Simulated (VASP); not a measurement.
# InBi3O (Pm-3m) in VASP: further runs

The runs below take InBi3O through single point, relaxation of cell and atoms, with PBE.

Everything below comes from runs of VASP 6.6.1. Logs are shortened: lines on timing, memory, paths and dates and some standing lists are left out, and cuts for length are marked.

### Step 1. The cell of the first run

Symmetry: Pm-3m, No. 221, cubic system. Conventional cell: a = 5.013 Å, b = 5.013 Å, c = 5.013 Å, α = 90.00°, β = 90.00°, γ = 90.00°. Within 4.7 Å of In (site symmetry m-3m) lie 12 Bi at 3.54 Å and 8 O at 4.34 Å. Within 3.3 Å of Bi (site symmetry 4/mmm) lie 2 O at 2.51 Å. O (site symmetry m-3m) has 6 Bi at 2.51 Å within 3.3 Å.

### Step 2. Single point, PBE

INCAR reads:

```
SYSTEM = InBi3O
  PREC = Accurate
  ENCUT = 520
  EDIFF = 1E-6
  ISMEAR = 0
  SIGMA = 0.2
  LREAL = .False.
  LASPH = .True.
  NELM = 80
  ALGO = Normal
  ISIF = 2
  LWAVE = .False.
  LCHARG = .False.
  GGA = PE
  NBANDS = 40
```

KPOINTS reads:

```
regular mesh
0
Gamma
  3 3 3
  0 0 0
```

POSCAR reads:

```
InBi3O
1.0
    5.0132235787      0.0000000000      0.0000000000
    0.0000000000      5.0132235787      0.0000000000
    0.0000000000      0.0000000000      5.0132235787
In Bi O
1 3 1
Direct
    0.0000000000      0.0000000000      0.0000000000
    0.0000000000      0.5000000000      0.5000000000
    0.5000000000      0.0000000000      0.5000000000
    0.5000000000      0.5000000000      0.0000000000
    0.5000000000      0.5000000000      0.5000000000
```

Potentials or basis: VASP PAW PBE potentials, release 64 (In_d, Bi_d, O).

On the command line:

```console
$ cat potpaw_PBE.64/In_d/POTCAR potpaw_PBE.64/Bi_d/POTCAR potpaw_PBE.64/O/POTCAR > POTCAR
$ mpirun -np 1 vasp_std > vasp.out
```

OUTCAR:

```text
SYSTEM = InBi3O
   PREC = Accurate
   ENCUT = 520
   EDIFF = 1E-6
   ISMEAR = 0
   LREAL = .False.
   LASPH = .True.
   NELM = 80
   ISIF = 2
   GGA = PE

 ion  position               nearest neighbor table
   1  0.000  0.000  0.000-   2 3.54   3 3.54   4 3.54   2 3.54   3 3.54   2 3.54   4 3.54   2 3.54
                             3 3.54   4 3.54   3 3.54   4 3.54
   2  0.000  0.500  0.500-   5 2.51   5 2.51   4 3.54   1 3.54   1 3.54   4 3.54   1 3.54   3 3.54
                             1 3.54   3 3.54   4 3.54   3 3.54   4 3.54   3 3.54
   3  0.500  0.000  0.500-   5 2.51   5 2.51   4 3.54   1 3.54   1 3.54   4 3.54   2 3.54   4 3.54
                             2 3.54   4 3.54   1 3.54   2 3.54   1 3.54   2 3.54
   4  0.500  0.500  0.000-   5 2.51   5 2.51   3 3.54   1 3.54   2 3.54   3 3.54   2 3.54   1 3.54
                             3 3.54   3 3.54   1 3.54   2 3.54   2 3.54   1 3.54
   5  0.500  0.500  0.500-   2 2.51   3 2.51   4 2.51   4 2.51   3 2.51   2 2.51

  LATTYP: Found a simple cubic cell.
 ALAT       =     5.0132235787

  Lattice vectors:

 A1 = (   5.0132235787,   0.0000000000,   0.0000000000)
 A2 = (   0.0000000000,   5.0132235787,   0.0000000000)
 A3 = (   0.0000000000,   0.0000000000,   5.0132235787)

Analysis of symmetry for initial positions (statically):
=====================================================================
 Subroutine PRICEL returns:
 Original cell was already a primitive cell.

 Routine SETGRP: Setting up the symmetry group for a
 simple cubic supercell.

 Subroutine GETGRP returns: Found 48 space group operations
 (whereof 48 operations were pure point group operations)
 out of a pool of 48 trial point group operations.

The static configuration has the point symmetry O_h .

Analysis of symmetry for dynamics (positions and initial velocities):
=====================================================================
 Subroutine PRICEL returns:
 Original cell was already a primitive cell.

 Routine SETGRP: Setting up the symmetry group for a
 simple cubic supercell.

 Subroutine GETGRP returns: Found 48 space group operations
 (whereof 48 operations were pure point group operations)
 out of a pool of 48 trial point group operations.

The dynamic configuration has the point symmetry O_h .

 Subroutine INISYM returns: Found 48 space group operations
 (whereof 48 operations are pure point group operations),
 and found     1 'primitive' translations

----------------------------------------------------------------------------------------

                                     Primitive cell

  volume of cell :     125.9944

  direct lattice vectors                    reciprocal lattice vectors
     5.013223579  0.000000000  0.000000000     0.199472452  0.000000000  0.000000000
     0.000000000  5.013223579  0.000000000     0.000000000  0.199472452  0.000000000
     0.000000000  0.000000000  5.013223579     0.000000000  0.000000000  0.199472452

  length of vectors
     5.013223579  5.013223579  5.013223579     0.199472452  0.199472452  0.199472452

  position of ions in fractional coordinates (direct lattice)
     0.000000000  0.000000000  0.000000000
     0.000000000  0.500000000  0.500000000
     0.500000000  0.000000000  0.500000000
     0.500000000  0.500000000  0.000000000
     0.500000000  0.500000000  0.500000000

  ion indices of the primitive-cell ions
   primitive index   ion index
                 1           1
                 2           2
                 3           3
                 4           4
                 5           5

----------------------------------------------------------------------------------------

 KPOINTS: regular mesh

Automatic generation of k-mesh.
 Grid dimensions read from file:
 generate k-points for:    3    3    3

 Generating k-lattice:

  Cartesian coordinates                     Fractional coordinates (reciprocal lattice)
     0.066490817  0.000000000  0.000000000     0.333333333  0.000000000  0.000000000
     0.000000000  0.066490817  0.000000000     0.000000000  0.333333333  0.000000000
     0.000000000  0.000000000  0.066490817     0.000000000  0.000000000  0.333333333

  Length of vectors
     0.066490817  0.066490817  0.066490817

  Shift w.r.t. Gamma in fractional coordinates (k-lattice)
     0.000000000  0.000000000  0.000000000

 Subroutine IBZKPT returns following result:
 ===========================================

 Found      4 irreducible k-points:

 Following reciprocal coordinates:
            Coordinates               Weight
  0.000000  0.000000  0.000000      1.000000
  0.333333  0.000000  0.000000      6.000000
  0.333333  0.333333  0.000000     12.000000
  0.333333  0.333333  0.333333      8.000000
   k-points           NKPTS =      4   k-points in BZ     NKDIM =      4   number of bands    NBANDS=     40
   number of dos      NEDOS =    301   number of ions     NIONS =      5
   total plane-waves  NPLWV =  64000
   dimension x,y,z NGX =    40 NGY =   40 NGZ =   40
   dimension x,y,z NGXF=    80 NGYF=   80 NGZF=   80
   ions per type =               1   3   1
   NGX,Y,Z   is equivalent  to a cutoff of  13.26, 13.26, 13.26 a.u.
   NGXF,Y,Z  is equivalent  to a cutoff of  26.53, 26.53, 26.53 a.u.
 SYSTEM =  InBi3O
   PREC   = accura    normal or accurate (medium, high low for compatibility)
   ISTART =      0    job   : 0-new  1-cont  2-samecut
   ICHARG =      2    charge: 1-file 2-atom 10-const
   ISPIN  =      1    spin polarized calculation?
   LNONCOLLINEAR =      F non collinear calculations
   LSORBIT =      F    spin-orbit coupling
   LASPH  =      T    aspherical Exc in radial PAW
   ENCUT  =  520.0 eV  38.22 Ry    6.18 a.u.   9.32  9.32  9.32*2*pi/ulx,y,z
   NELM   =     80;   NELMIN=  2; NELMDL= -5     # of ELM steps
   EDIFF  = 0.1E-05   stopping-criterion for ELM
   LREAL  =      F    real-space projection
   EDIFFG = 0.1E-04   stopping-criterion for IOM
   NSW    =      0    number of steps for IOM
   IBRION =     -1    ionic relax: 0-MD 1-quasi-New 2-CG
   NFREE  =      0    steps in history (QN), initial steepest desc. (CG)
   ISIF   =      2    stress and relaxation
   ISYM   =      2    0-nonsym 1-usesym 2-fastsym
   POTIM  = 0.5000    time-step for ionic-motion
   TEBEG  =    0.0;   TEEND  =   0.0 temperature during run
   PSTRESS=    0.0 pullay stress
   NELECT =      64.0000    total number of electrons
   NUPDOWN=      -1.0000    fix difference up-down
   EMIN   =  10.00;   EMAX   =-10.00  energy-range for DOS
   EFERMI =   0.00;   METHOD = LEGACY
   ISMEAR =     0;   SIGMA  =   0.20  broadening in eV -4-tet -1-fermi 0-gaus
   EFERMI_NEDOS =   21; number of points for ismear=-14 and -15
   IALGO  =     38    algorithm
   IMIX   =      4    mixing-type and parameters
     AMIX     =   0.40;   BMIX     =  1.00
     AMIX_MAG =   1.60;   BMIX_MAG =  1.00
  volume/ion in A,a.u.               =      25.20       170.05
  Fermi-wavevector in a.u.,A,eV,Ry     =   1.306224  2.468406 23.214558  1.706222
  Thomas-Fermi vector in A             =   2.437041
   LORBIT       =      0    0 simple, 1 ext, 2 COOP (PROOUT), +10 PAW based schemes
   GGA     = PE    functional components
   LHFCALC =     F    Hartree Fock is set to
   AEXX    =    0.0000 exact exchange contribution
   IVDW    =     0    specifies the selected vdW correction
   LEPSILON=     F    determine dielectric tensor
   LRPA    =     F    only Hartree local field effects (RPA)
 non-spin polarized calculation
 Gauss-broadening in eV      SIGMA  =   0.20
  energy-cutoff  :      520.00
  volume of cell :      125.99
 maximum number of plane-waves:      3422
 NGX is ok and might be reduce to    40
   NGX = 19   NGY = 19   NGZ = 19

 number of electron      64.0000038 magnetization

 Free energy of the ion-electron system (eV)
  ---------------------------------------------------
  ext. energy  EPLUGINS =         0.00000000
  ---------------------------------------------------
  free energy    TOTEN  =       -19.97533301 eV

  energy without entropy =      -19.87066975  energy(sigma->0) =      -19.92300138

 E-fermi :   7.6095     XC(G=0): -10.3877

 val. band max:        7.4955943518   @ k =   0.3333   0.0000   0.0000
 cond. band min:       7.6344730723   @ k =   0.3333   0.3333   0.3333
 fundamental gap:      0.1388787204
 Fermi energy:         7.6094974707

 k-point     1 :       0.0000    0.0000    0.0000
  band No.  band energies     occupation
      1     -15.7213      2.00000
      2     -15.4892      2.00000
      3     -15.4892      2.00000
      4     -15.4892      2.00000
      5     -15.3773      2.00000
      6     -15.3773      2.00000
[... 32 lines left out ...]
     39      12.2955      0.00000
     40      13.1829      0.00000

 k-point     2 :       0.3333    0.0000    0.0000
  band No.  band energies     occupation
      1     -15.6446      2.00000
      2     -15.4871      2.00000
      3     -15.4420      2.00000
      4     -15.4420      2.00000
      5     -15.4132      2.00000
      6     -15.3767      2.00000
[... 32 lines left out ...]
     39      12.6867      0.00000
     40      12.6867      0.00000

 k-point     3 :       0.3333    0.3333    0.0000
  band No.  band energies     occupation
      1     -15.5724      2.00000
      2     -15.4503      2.00000
      3     -15.4342      2.00000
      4     -15.4322      2.00000
      5     -15.4303      2.00000
      6     -15.3911      2.00000
[... 32 lines left out ...]
     39      11.1830      0.00000
     40      13.4281      0.00000

 k-point     4 :       0.3333    0.3333    0.3333
  band No.  band energies     occupation
      1     -15.5230      2.00000
      2     -15.4501      2.00000
      3     -15.4501      2.00000
      4     -15.4212      2.00000
      5     -15.4058      2.00000
      6     -15.4058      2.00000
[... 32 lines left out ...]
     39      12.9041      0.00000
     40      12.9041      0.00000

------------------------ aborting loop because EDIFF is reached ----------------------------------------

  FORCE on cell =-STRESS in cart. coord.  units (eV):
  Direction    XX          YY          ZZ          XY          YZ          ZX
  --------------------------------------------------------------------------------------
  -------------------------------------------------------------------------------------
  Total       -0.0805891     -0.0805891     -0.0805891     -0.0000000      0.0000000      0.0000000
  in kB       -1.0247918     -1.0247918     -1.0247918     -0.0000000      0.0000000      0.0000000
  external PRESSURE =      -1.0247918 kB  Pullay stress =       0.0000000 kB

 VOLUME and BASIS-vectors are now :
 -----------------------------------------------------------------------------
  energy-cutoff  :      520.00
  volume of cell :      125.99
      direct lattice vectors                 reciprocal lattice vectors
     5.013223579  0.000000000  0.000000000     0.199472452  0.000000000  0.000000000
     0.000000000  5.013223579  0.000000000     0.000000000  0.199472452  0.000000000
     0.000000000  0.000000000  5.013223579     0.000000000  0.000000000  0.199472452

 POSITION                                       TOTAL-FORCE (eV/Angst)
 -----------------------------------------------------------------------------------
      0.00000      0.00000      0.00000         0.000000      0.000000      0.000000
      0.00000      2.50661      2.50661         0.000000      0.000000      0.000000
      2.50661      0.00000      2.50661         0.000000      0.000000      0.000000
      2.50661      2.50661      0.00000         0.000000      0.000000      0.000000
      2.50661      2.50661      2.50661         0.000000      0.000000      0.000000
 -----------------------------------------------------------------------------------
    total drift:                               -0.000000     -0.000000     -0.000000

  FREE ENERGIE OF THE ION-ELECTRON SYSTEM (eV)
  ---------------------------------------------------
  free  energy   TOTEN  =       -19.9753330119 eV

  energy  without entropy=      -19.8706697494  energy(sigma->0) =      -19.92300138
```

Run time: 23 s. Hardware: 1 thread of Oxide Virtual Turin-like, shared host; peak memory 0.2 GiB.

What came out:

```
Free energy            : -19.9753 eV
Pressure               : -0.1 GPa
Band gap on the k mesh : zero (bands 32 and 33 overlap by 0.75 eV)
```

Caveat: the k points lie up to 0.42 Å⁻¹ apart, too coarse for converged energies and pressures of a metal; spin-orbit coupling is left out, which moves the levels of the heavy elements.

(Part 1 of 2 ends here.)

The gap in the log of VASP goes by the Fermi energy; the results here count the filled bands.